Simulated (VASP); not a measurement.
Write the native input for VASP 6.6.1 that does the following.

- Task: single point
- Functional: PBEsol
- Potentials or basis: VASP PAW PBE potentials, release 64 (Zn, S)
- Cutoff: 520 eV
- k mesh: 12 × 12 × 4
- Occupations: gaussian, width 0.05 eV
- Spin: no spin polarisation
- Dipole correction: no
- Further INCAR settings: ALGO = Normal; EDIFF = 1e-06; NBANDS = 46

The structure of ZnS lies in POSCAR:

```
ZnS
1.0
    3.7846846186      0.0000000000      0.0000000000
   -1.8923423093      3.2776330250      0.0000000000
    0.0000000000      0.0000000000     12.3926922670
Zn S
4 4
Direct
    0.0000000000      0.0000000000     -0.0200308628
    0.0000000000      0.0000000000      0.4799691372
    0.3333333333      0.6666666667      0.2298945931
    0.6666666667      0.3333333333      0.7298945931
    0.0000000000      0.0000000000      0.1872166306
    0.0000000000      0.0000000000      0.6872166306
    0.3333333333      0.6666666667      0.4375732810
    0.6666666667      0.3333333333      0.9375732810
```

This cell differs from its parent crystal: all Zn atoms moved -0.250 Å, as atom 1 along Cartesian [0 0 1].

One way to write it, as run:

INCAR

```
PREC = Accurate
ENCUT = 520
EDIFF = 1E-6
ISMEAR = 0
SIGMA = 0.05
LREAL = False
LASPH = True
NELM = 60
ALGO = Normal
ISIF = 2
LWAVE = False
LCHARG = True
GGA = PS
LELF = True
LVHAR = True
NBANDS = 46
```

KPOINTS

```
regular mesh
0
Gamma
  12 12 4
```

Potentials or basis: VASP PAW PBE potentials, release 64 (Zn, S).

Run with:

```sh
$ cat potpaw_PBE.64/Zn/POTCAR potpaw_PBE.64/S/POTCAR > POTCAR
$ mpirun -np 1 vasp_std > vasp.out
```

Results of the run:

| Item | Value |
| --- | --- |
| Pressure | 1.9 GPa |
| Largest force | 0.845 eV/Å |
| Band gap on the k mesh | 2.16 eV |

Caveat: the cell differs from its parent crystal (all Zn atoms moved -0.250 Å, as atom 1 along Cartesian [0 0 1]); the stress differs along the axes, from -3 to 4 GPa; the PAW data sets were made with another functional, which shifts forces and pressure a little.

Run time: 7.3 min on 1 thread of Oxide Virtual Turin-like Processor (shared host), peak memory 0.42 GiB.
